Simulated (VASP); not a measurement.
# TiO2 (P4_2/mnm) in VASP: a series of runs, part 2 of 2

VASP 6.6.1.

### Step 4. Electric field gradients, PBE

This run uses another cell than the first one, of 10.41 Å³/atom, 0.990 times its volume.

Contents of INCAR:

```
PREC = Accurate ; ENCUT = 520
EDIFF = 1E-8 ; ISMEAR = -1
SIGMA = 0.05 ; LREAL = False
LASPH = True ; NELM = 100
ALGO = Normal ; ISIF = 2
LWAVE = False ; LCHARG = False
GGA = PE ; LEFG = True
NBANDS = 33
```

Contents of KPOINTS:

```
Automatic mesh
0
Gamma
  7 7 10
```

Contents of POSCAR:

```
TiO2
1.0
    4.5940000000      0.0000000000      0.0000000000
    0.0000000000      4.5940000000      0.0000000000
    0.0000000000      0.0000000000      2.9590000000
Ti O
2 4
Direct
    0.0000000000      0.0000000000      0.0000000000
    0.5000000000      0.5000000000      0.5000000000
    0.3060000000      0.3060000000      0.0000000000
    0.1940000000      0.8060000000      0.5000000000
    0.6940000000      0.6940000000      0.0000000000
    0.8060000000      0.1940000000      0.5000000000
```

Potentials or basis: VASP PAW PBE potentials, release 64 (Ti_sv, O).

Launch:

```console
$ cat potpaw_PBE.64/Ti_sv/POTCAR potpaw_PBE.64/O/POTCAR > POTCAR
$ mpirun -np 1 vasp_std > vasp.out
```

OUTCAR:

```text
PREC = Accurate
   ENCUT = 520
   EDIFF = 1E-8
   ISMEAR = -1
   LREAL = False
   LASPH = True
   NELM = 100
   ISIF = 2
   GGA = PE

 ion  position               nearest neighbor table
   1  0.000  0.000  0.000-   4 1.94   6 1.94   4 1.94   6 1.94   5 1.99   3 1.99
   2  0.500  0.500  0.500-   3 1.94   5 1.94   3 1.94   5 1.94   4 1.99   6 1.99
   3  0.306  0.306  0.000-   2 1.94   2 1.94   1 1.99
   4  0.194  0.806  0.500-   1 1.94   1 1.94   2 1.99
   5  0.694  0.694  0.000-   2 1.94   2 1.94   1 1.99
   6  0.806  0.194  0.500-   1 1.94   1 1.94   2 1.99

  LATTYP: Found a simple tetragonal cell.
 ALAT       =     4.5940000000
 C/A-ratio  =     0.6441010013

  Lattice vectors:

 A1 = (   4.5940000000,   0.0000000000,   0.0000000000)
 A2 = (   0.0000000000,   4.5940000000,   0.0000000000)
 A3 = (   0.0000000000,   0.0000000000,   2.9590000000)

Analysis of symmetry for initial positions (statically):
=====================================================================
 Subroutine PRICEL returns:
 Original cell was already a primitive cell.

 Routine SETGRP: Setting up the symmetry group for a
 simple tetragonal supercell.

 Subroutine GETGRP returns: Found 16 space group operations
 (whereof  8 operations were pure point group operations)
 out of a pool of 16 trial point group operations.

The static configuration has the point symmetry D_2h.
 The point group associated with its full space group is D_4h.

Analysis of symmetry for dynamics (positions and initial velocities):
=====================================================================
 Subroutine PRICEL returns:
 Original cell was already a primitive cell.

 Routine SETGRP: Setting up the symmetry group for a
 simple tetragonal supercell.

 Subroutine GETGRP returns: Found 16 space group operations
 (whereof  8 operations were pure point group operations)
 out of a pool of 16 trial point group operations.

The dynamic configuration has the point symmetry D_2h.
 The point group associated with its full space group is D_4h.

 Subroutine INISYM returns: Found 16 space group operations
 (whereof  8 operations are pure point group operations),
 and found     1 'primitive' translations

----------------------------------------------------------------------------------------

                                     Primitive cell

  volume of cell :      62.4492

  direct lattice vectors                    reciprocal lattice vectors
     4.594000000  0.000000000  0.000000000     0.217675229  0.000000000  0.000000000
     0.000000000  4.594000000  0.000000000     0.000000000  0.217675229  0.000000000
     0.000000000  0.000000000  2.959000000     0.000000000  0.000000000  0.337952011

  length of vectors
     4.594000000  4.594000000  2.959000000     0.217675229  0.217675229  0.337952011

  position of ions in fractional coordinates (direct lattice)
     0.000000000  0.000000000  0.000000000
     0.500000000  0.500000000  0.500000000
[... 101 lines left out ...]
   EFERMI_NEDOS =   21; number of points for ismear=-14 and -15
   IALGO  =     38    algorithm
   IMIX   =      4    mixing-type and parameters
     AMIX     =   0.40;   BMIX     =  1.00
     AMIX_MAG =   1.60;   BMIX_MAG =  1.00
  volume/ion in A,a.u.               =      10.41        70.24
  Fermi-wavevector in a.u.,A,eV,Ry     =   1.499614  2.833860 30.597370  2.248843
  Thomas-Fermi vector in A             =   2.611221
   LORBIT       =      0    0 simple, 1 ext, 2 COOP (PROOUT), +10 PAW based schemes
   GGA     = PE    functional components
   LHFCALC =     F    Hartree Fock is set to
   AEXX    =    0.0000 exact exchange contribution
   IVDW    =     0    specifies the selected vdW correction
   LEPSILON=     F    determine dielectric tensor
   LRPA    =     F    only Hartree local field effects (RPA)
 non-spin polarized calculation
  energy-cutoff  :      520.00
  volume of cell :       62.45
 maximum number of plane-waves:      1697
 NGX is ok and might be reduce to    36
   NGX = 17   NGY = 17   NGZ = 11

 number of electron      48.0000022 magnetization

 Free energy of the ion-electron system (eV)
  ---------------------------------------------------
  ext. energy  EPLUGINS =         0.00000000
  ---------------------------------------------------
  free energy    TOTEN  =       -53.64016795 eV

  energy without entropy =      -53.64016795  energy(sigma->0) =      -53.64016795

 E-fermi :   5.7585     XC(G=0): -11.4081

 val. band max:        4.8256854364   @ k =   0.0000   0.0000   0.0000
 cond. band min:       6.7338407376   @ k =   0.0000   0.0000   0.0000
 fundamental gap:      1.9081553012
 Fermi energy:         5.7585041334

 k-point     1 :       0.0000    0.0000    0.0000
  band No.  band energies     occupation
      1     -52.0646      2.00000
      2     -52.0475      2.00000
      3     -28.3746      2.00000
      4     -28.3746      2.00000
      5     -28.2072      2.00000
      6     -28.2072      2.00000
[... 853 lines left out ...]
     32      10.2521      0.00000
     33      11.1613      0.00000

 [... further k-points ...]
[... 5 lines left out ...]
  --------------------------------------------------------------------------------------
  -------------------------------------------------------------------------------------
  Total        2.4431652      2.4431652      2.2551119      0.0000000      0.0000000      0.0000000
  in kB       62.6810803     62.6810803     57.8564443      0.0000000      0.0000000      0.0000000
  external PRESSURE =      61.0728683 kB  Pullay stress =       0.0000000 kB

 VOLUME and BASIS-vectors are now :
 -----------------------------------------------------------------------------
  energy-cutoff  :      520.00
  volume of cell :       62.45
      direct lattice vectors                 reciprocal lattice vectors
     4.594000000  0.000000000  0.000000000     0.217675229  0.000000000  0.000000000
     0.000000000  4.594000000  0.000000000     0.000000000  0.217675229  0.000000000
     0.000000000  0.000000000  2.959000000     0.000000000  0.000000000  0.337952011

 POSITION                                       TOTAL-FORCE (eV/Angst)
 -----------------------------------------------------------------------------------
      0.00000      0.00000      0.00000         0.000000      0.000000      0.000000
      2.29700      2.29700      1.47950         0.000000      0.000000      0.000000
      1.40576      1.40576      0.00000        -0.185715     -0.185715      0.000000
      0.89124      3.70276      1.47950         0.185715     -0.185715      0.000000
      3.18824      3.18824      0.00000         0.185715      0.185715      0.000000
      3.70276      0.89124      1.47950        -0.185715      0.185715      0.000000
 -----------------------------------------------------------------------------------
    total drift:                               -0.000000      0.000000      0.000000

  FREE ENERGIE OF THE ION-ELECTRON SYSTEM (eV)
  ---------------------------------------------------
  free  energy   TOTEN  =       -53.6401679482 eV

  energy  without entropy=      -53.6401679479  energy(sigma->0) =      -53.64016795

 Electric field gradients (V/A^2)
---------------------------------------------------------------------
 ion       V_xx      V_yy      V_zz      V_xy      V_xz      V_yz
---------------------------------------------------------------------
   1      12.820    12.820   -25.640     6.736     0.000    -0.000
   2      12.820    12.820   -25.640    -6.736    -0.000    -0.000
   3       0.981     0.981    -1.962    21.212     0.000     0.000
   4       0.981     0.981    -1.962   -21.212    -0.000    -0.000
   5       0.981     0.981    -1.962    21.212    -0.000    -0.000
   6       0.981     0.981    -1.962   -21.212     0.000     0.000
---------------------------------------------------------------------

 Electric field gradients after diagonalization (V/A^2)
 (convention: |V_zz| > |V_xx| > |V_yy|)
----------------------------------------------------------------------
 ion       V_xx      V_yy      V_zz     asymmetry (V_yy - V_xx)/ V_zz
----------------------------------------------------------------------
   1      19.556     6.083   -25.640       0.525
   2      19.556     6.083   -25.640       0.525
   3     -20.231    -1.962    22.193       0.823
   4     -20.231    -1.962    22.193       0.823
   5     -20.231    -1.962    22.193       0.823
   6     -20.231    -1.962    22.193       0.823
----------------------------------------------------------------------

           NMR quadrupolar parameters

 Cq : quadrupolar parameter    Cq=e*Q*V_zz/h
 eta: asymmetry parameters     (V_yy - V_xx)/ V_zz
 Q  : nuclear electric quadrupole moment in mb (millibarn)
----------------------------------------------------------------------
 ion       Cq(MHz)       eta       Q (mb)
----------------------------------------------------------------------
   1      -0.062       0.525       1.000
   2      -0.062       0.525       1.000
   3       0.054       0.823       1.000
   4       0.054       0.823       1.000
   5       0.054       0.823       1.000
   6       0.054       0.823       1.000
----------------------------------------------------------------------
```

OSZICAR:

```text
N       E                     dE             d eps       ncg     rms          rms(c)
DAV:   1     0.652345081588E+03    0.65235E+03   -0.24399E+04  3960   0.172E+03
DAV:   2     0.262551268123E+02   -0.62609E+03   -0.57983E+03  4297   0.512E+02
DAV:   3    -0.661016898119E+02   -0.92357E+02   -0.90234E+02  5243   0.190E+02
[... 11 lines left out ...]
DAV:  15    -0.536401669342E+02    0.25980E-04   -0.75429E-05  5407   0.803E-02    0.248E-03
DAV:  16    -0.536401680487E+02   -0.11146E-05   -0.70789E-06  4568   0.200E-02    0.543E-03
DAV:  17    -0.536401680101E+02    0.38672E-07   -0.87043E-07  5479   0.113E-02    0.202E-03
DAV:  18    -0.536401679532E+02    0.56884E-07   -0.33780E-07  5112   0.402E-03    0.441E-04
DAV:  19    -0.536401679482E+02    0.49495E-08   -0.14495E-08  2805   0.102E-03
   1 F= -.53640168E+02 E0= -.53640168E+02  d E =-.316753E-09
```

It took 2.8 min on 1 thread of Intel Xeon 8259CL, shared host; peak memory 0.23 GiB.

Results:

* Free energy: -53.6402 eV
* Pressure: 6.1 GPa
* Largest force: 0.263 eV/Å
* Band gap on the k mesh: 1.91 eV, direct

Forces on the atoms (eV/Å):
```
Ti   0.000  0.000  0.000
Ti   0.000  0.000  0.000
O   -0.186 -0.186  0.000
O    0.186 -0.186  0.000
O    0.186  0.186  0.000
O   -0.186  0.186  0.000
```

Electric field gradients, principal values (V/Å²):
```csv
atom,least,middle,greatest (by size)
1 Ti,6.083,19.556,-25.640
2 Ti,6.083,19.556,-25.640
3 O,-1.962,-20.231,22.193
4 O,-1.962,-20.231,22.193
5 O,-1.962,-20.231,22.193
6 O,-1.962,-20.231,22.193
```

Caveat: without QUAD_EFG the Cq values of the log hold for a quadrupole moment of 1 mb, not for the nuclei. A k mesh can miss the band edges.

### Step 5. Overview

| cell | gap on the mesh (eV) | pressure (GPa) | largest force (eV/Å) |
| --- | --- | --- | --- |
| a = 4.594, b = 4.594, c = 2.989 Å, 6 atoms | 1.86 | 3.2 | 0.20 |
| a = 4.594, b = 4.594, c = 3.048 Å, 6 atoms | 1.78 | -2.0 | 0.11 |
| a = 4.594, b = 4.594, c = 2.959 Å, 6 atoms | 1.91 | 6.1 | 0.26 |

Alike in all rows: task electric field gradients; level PBE; potentials or basis VASP PAW PBE potentials, release 64 (Ti_sv, O); no spin polarisation; k mesh 7 × 7 × 10; cutoff (eV) 520; smearing fermi-dirac 0.05 eV.

Total energies depend on the potentials used, so only differences within one code and one set of settings carry meaning.
